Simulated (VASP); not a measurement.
## N: single point with PBE

Crystal: N.

```
CELL_PARAMETERS angstrom
-1.27053 1.27053 1.27053
1.27053 -1.27053 1.27053
1.27053 1.27053 -1.27053
ATOMIC_POSITIONS crystal
N 0.00000 0.00000 0.00000
```

This cell differs from its parent crystal: Sb replaced by N, lengths x 0.706, strained.

* Program: VASP 6.6.1
* Task: single point
* Functional: PBE
* Potentials or basis: VASP PAW PBE potentials, release 64 (N)
* Cutoff: 600 eV
* k mesh: 22 × 22 × 22
* Occupations: gaussian, width 0.1 eV
* Spin: no spin polarisation

```yaml
Pressure: -18.9 GPa
Band_gap_on_the_k_mesh: zero (an odd number of electrons rules out a gap without spin polarisation)
```

Levels at points of the mesh, in eV from the Fermi level:
```tsv
k point	band 1	band 2	band 3	band 4	band 5	band 6
(0.00, 0.00, 0.00)	-18.92	3.78	3.78	3.78	21.86	32.42
(0.50, 0.00, 0.00)	-12.54	-6.96	1.17	3.23	18.67	23.60
(0.50, 0.50, 0.50)	-8.53	-2.36	-2.36	-2.36	14.30	14.30
```

It took 14 s on 1 thread of Intel(R) Xeon(R) Platinum 8559C (Emerald Rapids), with other jobs on the host, peak memory 0.12 GiB.

Caveat: the cell differs from its parent crystal (Sb replaced by N, lengths x 0.706, strained); the cell stands under tension; an odd number of electrons without spin polarisation forces a metal; a magnetic or distorted state may lie lower.
